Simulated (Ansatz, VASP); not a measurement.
## F: VASP beside Ansatz

INCAR

```
SYSTEM = F
PREC = Accurate
ENCUT = 600
EDIFF = 1E-6
ISMEAR = -1
SIGMA = 0.08
LREAL = .FALSE.
LASPH = .TRUE.
NELM = 120
ALGO = Normal
ISIF = 2
LWAVE = .FALSE.
LCHARG = .FALSE.
GGA = PS
NBANDS = 10
GGA_COMPAT = .FALSE.
```

Contents of KPOINTS:

```
regular mesh
0
G
  21 21 21
  0 0 0
```

Contents of POSCAR:

```
F
1.0
    0.0000000000      1.4065317112      1.4065317112
    1.4065317112      0.0000000000      1.4065317112
    1.4065317112      1.4065317112      0.0000000000
F
1
Direct
    0.0000000000      0.0000000000      0.0000000000
```

Input for Ansatz:

```yaml
crystal:
  lattice:
    - [0.0, 1.4065317112, 1.4065317112]
    - [1.4065317112, 0.0, 1.4065317112]
    - [1.4065317112, 1.4065317112, 0.0]
  atoms:
    - { symbol: F, position: [0.0, 0.0, 0.0] }
kpoints:
  mp_grid: { grid: [21, 21, 21] }
scf:
  occupations: { method: fermi_dirac, width: 0.08 }
hamiltonian:
  xc: pbesol
  pseudopotentials: { kind: paw }
output:
  forces: true
  stress: true
  eigenvalues: true
```

Change from the starting cell: volume scaled by 0.603, to set the pressure.

Alike in both runs: task single point; functional PBEsol; k mesh 21 × 21 × 21; occupations fermi-dirac, width 0.08 eV; no spin polarisation.

```csv
,VASP,Ansatz
version,VASP 6.6.1,Ansatz 0.2.0
potentials or method,"VASP PAW PBE potentials, release 64 (F)","PAW with Ansatz's default frozen-core files, scalar-relativistic"
plane-wave cutoff (eV),600,420
valence electrons in the cell,7,7
```

VASP gave:

- pressure (GPa): 131.0

Question: Which values does Ansatz return?

Answer: Pressure (GPa): 132.2.

VASP's potentials were made for PBE, not for PBEsol. Both programs put the cell under a high pressure, so it lies far from rest at this level. The functional is the same, so the differences come from potentials, cutoffs and numerics.

Noted on VASP's run: the cell as given lies far from equilibrium.
